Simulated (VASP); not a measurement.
# TiTe2 (Fm-3m) in VASP: further runs

The runs below take TiTe2 through single point, with r2SCAN.

Program: VASP 6.6.1. These are calculated values, not measurements. Logs are shortened: lines on timing, memory, paths and dates and some standing lists are left out, and cuts for length are marked.

### 1 The cell of the first run

It takes space group Fm-3m (No. 225, cubic). Conventional cell: a = 6.948 Å, b = 6.948 Å, c = 6.948 Å, α = 90.00°, β = 90.00°, γ = 90.00°. Ti (site symmetry m-3m) has 8 Te at 3.01 Å within 4.0 Å. Te (site symmetry -43m) has 4 Ti at 3.01 Å and 6 Te at 3.47 Å within 4.0 Å.

### 2 Single point, r2SCAN (volume changed by +3%)

POSCAR

```
TiTe2
1.0
    0.0000000000      3.4741855716      3.4741855716
    3.4741855716      0.0000000000      3.4741855716
    3.4741855716      3.4741855716      0.0000000000
Ti Te
1 2
Direct
    0.0000000000      0.0000000000      0.0000000000
    0.2500000000      0.2500000000      0.2500000000
    0.7500000000      0.7500000000      0.7500000000
```

INCAR.step1

```
SYSTEM = TiTe2
  PREC = Accurate
  ENCUT = 520
  ISMEAR = -1
  SIGMA = 0.02
  LREAL = .FALSE.
  LASPH = .TRUE.
  NELM = 60
  NBANDS = 19
  GGA = PE
  ALGO = Normal
  EDIFF = 1E-4
  LWAVE = .TRUE.
  LCHARG = .FALSE.
```

INCAR.step2

```
SYSTEM = TiTe2
  PREC = Accurate
  ENCUT = 520
  EDIFF = 1E-6
  ISMEAR = -1
  SIGMA = 0.02
  LREAL = .FALSE.
  LASPH = .TRUE.
  NELM = 60
  ALGO = Normal
  ISIF = 2
  LWAVE = .FALSE.
  LCHARG = .TRUE.
  METAGGA = R2SCAN
  LMIXTAU = .TRUE.
  LELF = .TRUE.
  LVHAR = .TRUE.
  NBANDS = 19
  ISTART = 1
```

KPOINTS

```
regular mesh
0
G
  6 6 6
  0 0 0
```

Potentials or basis: VASP PAW PBE potentials, release 64 (Ti_sv, Te).

Launch:

```bash
cat potpaw_PBE.64/Ti_sv/POTCAR potpaw_PBE.64/Te/POTCAR > POTCAR
cp INCAR.step1 INCAR
mpirun -np 1 vasp_std > vasp.out
cp INCAR.step2 INCAR
mpirun -np 1 vasp_std > vasp.out
```

OUTCAR:

```text
SYSTEM = TiTe2
   PREC = Accurate
   ENCUT = 520
   EDIFF = 1E-6
   ISMEAR = -1
   LREAL = .FALSE.
   LASPH = .TRUE.
   NELM = 60
   ISIF = 2
   METAGGA = R2SCAN
   ISTART = 1

 ion  position               nearest neighbor table
   1  0.000  0.000  0.000-   3 3.01   3 3.01   3 3.01   2 3.01   3 3.01   2 3.01   2 3.01   2 3.01

   2  0.250  0.250  0.250-   1 3.01   1 3.01   1 3.01   1 3.01   3 3.47   3 3.47   3 3.47   3 3.47
                             3 3.47   3 3.47
   3  0.750  0.750  0.750-   1 3.01   1 3.01   1 3.01   1 3.01   2 3.47   2 3.47   2 3.47   2 3.47
                             2 3.47   2 3.47

  LATTYP: Found a face centered cubic cell.
 ALAT       =     6.9483711432

  Lattice vectors:

 A1 = (   0.0000000000,   3.4741855716,   3.4741855716)
 A2 = (   3.4741855716,   0.0000000000,   3.4741855716)
 A3 = (   3.4741855716,   3.4741855716,   0.0000000000)

Analysis of symmetry for initial positions (statically):
=====================================================================
 Subroutine PRICEL returns:
 Original cell was already a primitive cell.

 Routine SETGRP: Setting up the symmetry group for a
 face centered cubic supercell.

 Subroutine GETGRP returns: Found 48 space group operations
 (whereof 48 operations were pure point group operations)
 out of a pool of 48 trial point group operations.

The static configuration has the point symmetry O_h .

Analysis of symmetry for dynamics (positions and initial velocities):
=====================================================================
 Subroutine PRICEL returns:
 Original cell was already a primitive cell.

 Routine SETGRP: Setting up the symmetry group for a
 face centered cubic supercell.

 Subroutine GETGRP returns: Found 48 space group operations
 (whereof 48 operations were pure point group operations)
 out of a pool of 48 trial point group operations.

The dynamic configuration has the point symmetry O_h .

 Subroutine INISYM returns: Found 48 space group operations
 (whereof 48 operations are pure point group operations),
 and found     1 'primitive' translations

----------------------------------------------------------------------------------------

                                     Primitive cell
[... 78 lines left out ...]
   ISPIN  =      1    spin polarized calculation?
   LNONCOLLINEAR =      F non collinear calculations
   LSORBIT =      F    spin-orbit coupling
   LASPH  =      T    aspherical Exc in radial PAW
   ENCUT  =  520.0 eV  38.22 Ry    6.18 a.u.   9.14  9.14  9.14*2*pi/ulx,y,z
   NELM   =     60;   NELMIN=  2; NELMDL=  0     # of ELM steps
   EDIFF  = 0.1E-05   stopping-criterion for ELM
   LREAL  =      F    real-space projection
   EDIFFG = 0.1E-04   stopping-criterion for IOM
   NSW    =      0    number of steps for IOM
   IBRION =     -1    ionic relax: 0-MD 1-quasi-New 2-CG
   NFREE  =      0    steps in history (QN), initial steepest desc. (CG)
   ISIF   =      2    stress and relaxation
   ISYM   =      2    0-nonsym 1-usesym 2-fastsym
   POTIM  = 0.5000    time-step for ionic-motion
   TEBEG  =    0.0;   TEEND  =   0.0 temperature during run
   PSTRESS=    0.0 pullay stress
   NELECT =      24.0000    total number of electrons
   NUPDOWN=      -1.0000    fix difference up-down
   EMIN   =  10.00;   EMAX   =-10.00  energy-range for DOS
   EFERMI =   0.00;   METHOD = LEGACY
   ISMEAR =    -1;   SIGMA  =   0.02  broadening in eV -4-tet -1-fermi 0-gaus
   EFERMI_NEDOS =   21; number of points for ismear=-14 and -15
   IALGO  =     38    algorithm
   IMIX   =      4    mixing-type and parameters
     AMIX     =   0.40;   BMIX     =  1.00
     AMIX_MAG =   1.60;   BMIX_MAG =  1.00
  volume/ion in A,a.u.               =      27.96       188.65
  Fermi-wavevector in a.u.,A,eV,Ry     =   1.078820  2.038674 15.835169  1.163852
  Thomas-Fermi vector in A             =   2.214769
   LORBIT       =      0    0 simple, 1 ext, 2 COOP (PROOUT), +10 PAW based schemes
   METAGGA = R2SCAN    functional components
   LHFCALC =     F    Hartree Fock is set to
   AEXX    =    0.0000 exact exchange contribution
   IVDW    =     0    specifies the selected vdW correction
   LEPSILON=     F    determine dielectric tensor
   LRPA    =     F    only Hartree local field effects (RPA)
 non-spin polarized calculation
  energy-cutoff  :      520.00
  volume of cell :       83.87
 maximum number of plane-waves:      2285
 NGX is ok and might be reduce to    40
   NGX = 19   NGY = 19   NGZ = 19

 number of electron      23.9999996 magnetization

 Free energy of the ion-electron system (eV)
  ---------------------------------------------------
  ext. energy  EPLUGINS =         0.00000000
  ---------------------------------------------------
  free energy    TOTEN  =       -64.85340085 eV

  energy without entropy =      -64.84679004  energy(sigma->0) =      -64.85009545

 E-fermi :   7.0619     XC(G=0): -10.1475

 val. band max:        7.0237270082   @ k =   0.5000   0.3333   0.0000
 cond. band min:       7.0755607476   @ k =  -0.1667   0.1667   0.0000
 fundamental gap:      0.0518337394
 Fermi energy:         7.0618653231

 k-point     1 :       0.0000    0.0000    0.0000
  band No.  band energies     occupation
      1     -53.4243      2.00000
      2     -28.6207      2.00000
      3     -28.6207      2.00000
      4     -28.6207      2.00000
      5      -6.5964      2.00000
      6      -2.7246      2.00000
[... 329 lines left out ...]
      6      -4.4791      2.00000
[... 11 lines left out ...]
     18      10.5322      0.00000
     19      12.6239      0.00000

------------------------ aborting loop because EDIFF is reached ----------------------------------------

  FORCE on cell =-STRESS in cart. coord.  units (eV):
  Direction    XX          YY          ZZ          XY          YZ          ZX
  --------------------------------------------------------------------------------------
  -------------------------------------------------------------------------------------
  Total       -0.8242852     -0.8242852     -0.8242852      0.0000000      0.0000000      0.0000000
  in kB      -15.7470452    -15.7470452    -15.7470452      0.0000000      0.0000000      0.0000000
  external PRESSURE =     -15.7470452 kB  Pullay stress =       0.0000000 kB

 VOLUME and BASIS-vectors are now :
 -----------------------------------------------------------------------------
  energy-cutoff  :      520.00
  volume of cell :       83.87
      direct lattice vectors                 reciprocal lattice vectors
     0.000000000  3.474185572  3.474185572    -0.143918622  0.143918622  0.143918622
     3.474185572  0.000000000  3.474185572     0.143918622 -0.143918622  0.143918622
     3.474185572  3.474185572  0.000000000     0.143918622  0.143918622 -0.143918622

 POSITION                                       TOTAL-FORCE (eV/Angst)
 -----------------------------------------------------------------------------------
      0.00000      0.00000      0.00000        -0.000000     -0.000000     -0.000000
      1.73709      1.73709      1.73709         0.000000      0.000000      0.000000
      5.21128      5.21128      5.21128         0.000000     -0.000000     -0.000000
 -----------------------------------------------------------------------------------
    total drift:                               -0.000000      0.000000      0.000000

  FREE ENERGIE OF THE ION-ELECTRON SYSTEM (eV)
  ---------------------------------------------------
  free  energy   TOTEN  =       -64.8534008510 eV

  energy  without entropy=      -64.8467900441  energy(sigma->0) =      -64.85009545
```

OSZICAR.step1:

```text
N       E                     dE             d eps       ncg     rms          rms(c)
DAV:   1     0.179886637987E+03    0.17989E+03   -0.10772E+04   608   0.117E+03
DAV:   2     0.354535740594E-01   -0.17985E+03   -0.17466E+03   642   0.295E+02
DAV:   3    -0.170985081915E+02   -0.17134E+02   -0.16707E+02   991   0.834E+01
DAV:   4    -0.176577857892E+02   -0.55928E+00   -0.55693E+00   778   0.143E+01
DAV:   5    -0.176746991637E+02   -0.16913E-01   -0.16906E-01   894   0.254E+00    0.131E+01
DAV:   6    -0.191956450934E+02   -0.15209E+01   -0.62338E+01   673   0.378E+01    0.201E+01
DAV:   7    -0.154460543334E+02    0.37496E+01   -0.62643E+01   724   0.380E+01    0.674E+00
DAV:   8    -0.150188788225E+02    0.42718E+00   -0.19962E+00   675   0.836E+00    0.271E+00
DAV:   9    -0.151167380427E+02   -0.97859E-01   -0.81501E-01   798   0.493E+00    0.289E+00
DAV:  10    -0.150241585367E+02    0.92580E-01   -0.82018E-01   715   0.532E+00    0.130E+00
DAV:  11    -0.150127238103E+02    0.11435E-01   -0.65094E-02   682   0.147E+00    0.539E-01
DAV:  12    -0.150129697357E+02   -0.24593E-03   -0.38863E-03   725   0.414E-01    0.366E-01
DAV:  13    -0.150127445316E+02    0.22520E-03   -0.63167E-04   603   0.175E-01    0.121E-01
DAV:  14    -0.150127283813E+02    0.16150E-04   -0.59415E-05   418   0.581E-02
   1 F= -.15012728E+02 E0= -.15007748E+02  d E =-.996036E-02
```

Wall time 4.2 min (1 thread of Intel Xeon Platinum 8259CL at 2.50GHz (Skylake/Cascade Lake), shared host); peak memory 0.26 GiB.

What came out:

```
Free energy            : -64.8534 eV
Pressure               : -1.6 GPa
Band gap on the k mesh : zero (band 12 reaches 7.15 eV, above the bottom of band 13 at 6.94 eV)
```

Levels at points of the mesh, in eV from the Fermi level:
```csv
k point,band 10,band 11,band 12,band 13,band 14,band 15
"(0.00, 0.00, 0.00)",-0.46,-0.46,-0.46,-0.06,-0.06,1.91
"(0.50, 0.00, 0.00)",-2.88,-2.88,-2.59,0.04,0.04,0.71
"(0.50, 0.50, 0.00)",-1.38,-1.38,-0.34,0.34,0.71,1.59
```

Caveat: the PAW data sets were made with another functional, which shifts forces and pressure a little; spin-orbit coupling is left out, which moves the levels of the heavy elements.

### 3 Single point, r2SCAN (volume changed by +6%)

POSCAR

```
TiTe2
1.0
    0.0000000000      3.5075932515      3.5075932515
    3.5075932515      0.0000000000      3.5075932515
    3.5075932515      3.5075932515      0.0000000000
Ti Te
1 2
Direct
    0.0000000000      0.0000000000      0.0000000000
    0.2500000000      0.2500000000      0.2500000000
    0.7500000000      0.7500000000      0.7500000000
```

INCAR.step1

```
SYSTEM = TiTe2
PREC = Accurate ; ENCUT = 520
ISMEAR = -1 ; SIGMA = 0.02
LREAL = .FALSE. ; LASPH = .TRUE.
NELM = 80 ; NBANDS = 19
GGA = PE ; ALGO = Normal
EDIFF = 1E-4 ; LWAVE = .TRUE.
LCHARG = .FALSE.
```

INCAR.step2

```
SYSTEM = TiTe2
PREC = Accurate ; ENCUT = 520
EDIFF = 1E-6 ; ISMEAR = -1
SIGMA = 0.02 ; LREAL = .FALSE.
LASPH = .TRUE. ; NELM = 80
ALGO = Normal ; ISIF = 2
LWAVE = .FALSE. ; LCHARG = .TRUE.
METAGGA = R2SCAN ; LMIXTAU = .TRUE.
LELF = .TRUE. ; LVHAR = .TRUE.
NBANDS = 19 ; ISTART = 1
```

KPOINTS

```
Automatic mesh
0
G
  6 6 6
  0 0 0
```

Potentials or basis: VASP PAW PBE potentials, release 64 (Ti_sv, Te).

Launch:

```bash
cat potpaw_PBE.64/Ti_sv/POTCAR potpaw_PBE.64/Te/POTCAR > POTCAR
cp INCAR.step1 INCAR
mpirun -np 1 vasp_std > vasp.out
cp INCAR.step2 INCAR
mpirun -np 1 vasp_std > vasp.out
```

OUTCAR:

```text
SYSTEM = TiTe2
   PREC = Accurate
   ENCUT = 520
   EDIFF = 1E-6
   ISMEAR = -1
   LREAL = .FALSE.
   LASPH = .TRUE.
   NELM = 80
   ISIF = 2
   METAGGA = R2SCAN
   ISTART = 1

 ion  position               nearest neighbor table
   1  0.000  0.000  0.000-   2 3.04   3 3.04   3 3.04   3 3.04   3 3.04   2 3.04   2 3.04   2 3.04

   2  0.250  0.250  0.250-   1 3.04   1 3.04   1 3.04   1 3.04   3 3.51   3 3.51   3 3.51   3 3.51
                             3 3.51   3 3.51
   3  0.750  0.750  0.750-   1 3.04   1 3.04   1 3.04   1 3.04   2 3.51   2 3.51   2 3.51   2 3.51
                             2 3.51   2 3.51

  LATTYP: Found a face centered cubic cell.
 ALAT       =     7.0151865030

  Lattice vectors:

 A1 = (   0.0000000000,   3.5075932515,   3.5075932515)
 A2 = (   3.5075932515,   0.0000000000,   3.5075932515)
 A3 = (   3.5075932515,   3.5075932515,   0.0000000000)

Analysis of symmetry for initial positions (statically):
[... 162 lines left out ...]
  free energy    TOTEN  =       -64.81862392 eV

  energy without entropy =      -64.81241688  energy(sigma->0) =      -64.81552040

 E-fermi :   6.7287     XC(G=0): -10.0100

 val. band max:        6.6916844717   @ k =   0.0000   0.0000   0.0000
 cond. band min:       6.7500014888   @ k =  -0.1667   0.1667   0.0000
 fundamental gap:      0.0583170171
 Fermi energy:         6.7287278504

 k-point     1 :       0.0000    0.0000    0.0000
  band No.  band energies     occupation
      1     -53.8248      2.00000
      2     -29.0159      2.00000
      3     -29.0159      2.00000
      4     -29.0159      2.00000
      5      -6.7431      2.00000
      6      -3.0876      2.00000
[... 329 lines left out ...]
      6      -4.7304      2.00000
[... 11 lines left out ...]
     18      10.1529      0.00000
     19      12.2423      0.00000

------------------------ aborting loop because EDIFF is reached ----------------------------------------

  FORCE on cell =-STRESS in cart. coord.  units (eV):
  Direction    XX          YY          ZZ          XY          YZ          ZX
  --------------------------------------------------------------------------------------
  -------------------------------------------------------------------------------------
  Total       -1.6112744     -1.6112744     -1.6112744      0.0000000      0.0000000      0.0000000
  in kB      -29.9104136    -29.9104136    -29.9104136      0.0000000      0.0000000      0.0000000
  external PRESSURE =     -29.9104136 kB  Pullay stress =       0.0000000 kB

 VOLUME and BASIS-vectors are now :
 -----------------------------------------------------------------------------
  energy-cutoff  :      520.00
  volume of cell :       86.31
      direct lattice vectors                 reciprocal lattice vectors
     0.000000000  3.507593251  3.507593251    -0.142547885  0.142547885  0.142547885
     3.507593251  0.000000000  3.507593251     0.142547885 -0.142547885  0.142547885
     3.507593251  3.507593251  0.000000000     0.142547885  0.142547885 -0.142547885

 POSITION                                       TOTAL-FORCE (eV/Angst)
 -----------------------------------------------------------------------------------
      0.00000      0.00000      0.00000        -0.000000     -0.000000     -0.000000
      1.75380      1.75380      1.75380         0.000000      0.000000      0.000000
      5.26139      5.26139      5.26139        -0.000000      0.000000     -0.000000
 -----------------------------------------------------------------------------------
    total drift:                               -0.000000      0.000000      0.000000

  FREE ENERGIE OF THE ION-ELECTRON SYSTEM (eV)
  ---------------------------------------------------
  free  energy   TOTEN  =       -64.8186239160 eV

  energy  without entropy=      -64.8124168799  energy(sigma->0) =      -64.81552040
```

OSZICAR.step1:

```text
N       E                     dE             d eps       ncg     rms          rms(c)
DAV:   1     0.178671641803E+03    0.17867E+03   -0.10699E+04   608   0.116E+03
DAV:   2    -0.471644333526E+00   -0.17914E+03   -0.17444E+03   631   0.294E+02
DAV:   3    -0.171778988606E+02   -0.16706E+02   -0.16304E+02   947   0.832E+01
DAV:   4    -0.178035398919E+02   -0.62564E+00   -0.62285E+00   796   0.149E+01
DAV:   5    -0.178178137481E+02   -0.14274E-01   -0.14268E-01   867   0.224E+00    0.129E+01
DAV:   6    -0.198285049028E+02   -0.20107E+01   -0.71049E+01   676   0.382E+01    0.219E+01
DAV:   7    -0.154797944249E+02    0.43487E+01   -0.72035E+01   721   0.401E+01    0.707E+00
DAV:   8    -0.150076265745E+02    0.47217E+00   -0.21536E+00   698   0.785E+00    0.334E+00
DAV:   9    -0.150961482532E+02   -0.88522E-01   -0.14164E+00   742   0.603E+00    0.313E+00
DAV:  10    -0.150106227678E+02    0.85525E-01   -0.12615E+00   734   0.630E+00    0.184E+00
DAV:  11    -0.149783956518E+02    0.32227E-01   -0.74755E-02   700   0.158E+00    0.103E+00
DAV:  12    -0.149749807831E+02    0.34149E-02   -0.95883E-03   831   0.507E-01    0.435E-01
DAV:  13    -0.149747190824E+02    0.26170E-03   -0.65401E-04   709   0.123E-01    0.189E-01
DAV:  14    -0.149745429205E+02    0.17616E-03   -0.90843E-04   610   0.188E-01    0.521E-02
DAV:  15    -0.149745455757E+02   -0.26552E-05   -0.29652E-05   382   0.428E-02
   1 F= -.14974546E+02 E0= -.14969581E+02  d E =-.992866E-02
```

Run time: 4.9 min. Hardware: 1 thread of Intel Xeon Platinum 8259CL at 2.50GHz (Skylake/Cascade Lake), shared host; peak memory 0.26 GiB.

What came out:

```
Free energy            : -64.8186 eV
Pressure               : -3.0 GPa
Band gap on the k mesh : zero (band 12 reaches 6.83 eV, above the bottom of band 13 at 6.63 eV)
```

Levels at points of the mesh, in eV from the Fermi level:
```tsv
k point	band 9	band 10	band 11	band 12	band 13	band 14	band 15	band 16
(0.00, 0.00, 0.00)	-4.37	-0.48	-0.48	-0.48	-0.04	-0.04	1.80	1.80
(0.50, 0.00, 0.00)	-3.36	-2.81	-2.81	-2.55	0.04	0.04	0.62	1.89
(0.50, 0.50, 0.00)	-4.69	-1.36	-1.36	-0.30	0.33	0.62	1.49	2.39
```

Caveat: the PAW data sets were made with another functional, which shifts forces and pressure a little; spin-orbit coupling is left out, which moves the levels of the heavy elements.
